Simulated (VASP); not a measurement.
Crystal: Ni.

```
Ni
1.0
     0.00000    1.76685    1.76685
     1.76685    0.00000    1.76685
     1.76685    1.76685    0.00000
Ni
1
Cartesian
  0.0000 0.0000 0.0000
```

Base run:

| Quantity | Value |
| --- | --- |
| Program | VASP 6.6.1 |
| Functional | PBE |
| Potentials or basis | VASP PAW PBE potentials, release 64 (Ni) |
| Cutoff | 520 eV |
| k mesh | 12 × 12 × 12 |
| Occupations | fermi-dirac, width 0.1 eV |
| Spin | collinear spin, ferromagnetic start |
| Starting moments | [0.2] μB |

Its results: pressure -2.0 GPa; site moments Ni +0.65 μB.

Question: The run is repeated on the same cell with these changes: moments at the start from [0.2] to [0.48]; fixed moment from none to 0.48 μB. What comes out?

Answer: Pressure -2.7 GPa; site moments Ni +0.49 μB.

Caveats: the total moment is fixed, so each spin has its own Fermi level (some runs).
